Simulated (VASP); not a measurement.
Here is a VASP 6.6.1 calculation.

The input INCAR:

```
PREC     = Accurate       # precision mode
ENCUT    = 520            # plane-wave cutoff, eV
EDIFF    = 1E-6           # SCF threshold, eV
ISMEAR   = 0              # smearing method
SIGMA    = 0.1            # smearing width, eV
LREAL    = F              # projectors in reciprocal space
LASPH    = T              # aspherical terms in the spheres
NELM     = 60             # most SCF steps
ALGO     = Normal         # electronic algorithm
ISIF     = 2              # what is computed and relaxed
LWAVE    = F              # write WAVECAR
LCHARG   = F              # write CHGCAR
GGA      = PE             # functional
NBANDS   = 57             # bands
```

Contents of KPOINTS:

```
regular mesh
0
Gamma
  4 4 4
```

File POSCAR:

```
Sn2O3
1.0
    6.5643233100      0.0000000000      0.0000000000
    0.0000000000      6.5643233100      0.0000000000
    0.0000000000      0.0000000000      4.5685545800
Sn O
4 6
Direct
    0.3348967800      0.0000000000      0.5000000000
    0.6651032200      0.0000000000      0.5000000000
    0.0000000000      0.3348967800      0.5000000000
    0.0000000000      0.6651032200      0.5000000000
    0.8074812800      0.8074812800      0.5000000000
    0.1925187200      0.1925187200      0.5000000000
    0.1925187200      0.8074812800      0.5000000000
    0.8074812800      0.1925187200      0.5000000000
    0.0000000000      0.5000000000      0.0000000000
    0.5000000000      0.0000000000      0.0000000000
```

Potentials or basis: VASP PAW PBE potentials, release 64 (Sn_d, O).

Run with:

```bash
$ cat potpaw_PBE.64/Sn_d/POTCAR potpaw_PBE.64/O/POTCAR > POTCAR
$ mpirun -np 1 vasp_std > vasp.out
```

(1) Estimate the largest force.

(2) Predict the pressure.

(3) Estimate the band gap on the k mesh.

## Answers

(1) 15.596 eV/Å.

(2) 85.2 GPa.

(3) 1.19 eV (least direct gap 1.34 eV).

Caveat: the cell stands under pressure; spin-orbit coupling is left out, which moves the levels of the heavy elements; forces of over 1 eV/Å act on the atoms, so gaps and moduli don't describe the material at rest.
